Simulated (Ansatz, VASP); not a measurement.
Two plane-wave programs on Al2TeC

```
CELL_PARAMETERS angstrom
5.14927 0.00000 0.00000
-2.57463 4.45940 0.00000
0.00000 0.00000 6.85735
ATOMIC_POSITIONS crystal
Al 0.00000 0.00000 0.71744
Al 0.00000 0.00000 0.14063
Te 0.00000 0.00000 0.42413
C 0.00000 0.00000 0.86734
```

Alike in both runs: task single point; functional PBE; k mesh 6 × 6 × 4; occupations gaussian, width 0.1 eV; no spin polarisation.

|  | VASP | Ansatz |
| --- | --- | --- |
| version | VASP 6.6.1 | Ansatz 0.2.0 |
| potentials or method | VASP PAW PBE potentials, release 64 (Al, Te, C), cutoff 520 eV | scalar-relativistic, plane waves, PAW |
| valence electrons in the cell | 16 | 26 |

VASP gave:

```
gap on the k mesh at the Fermi level (eV) : 1.20
least direct gap on the mesh (eV)         : 1.21
rms of the force components (eV/Å)        : 39.668
```

Problem. What did Ansatz give for the same quantities?

Solution. gap on the k mesh at the Fermi level (eV): 1.15; least direct gap on the mesh (eV): 1.16; rms of the force components (eV/Å): 41.611.

Atom by atom the forces differ by 1.978 eV/Å (rms over components). VASP's potentials hold 16 valence electrons a cell and Ansatz's 26, so a difference there can come from the potentials and not from the codes.

Neither program's run includes spin-orbit coupling.
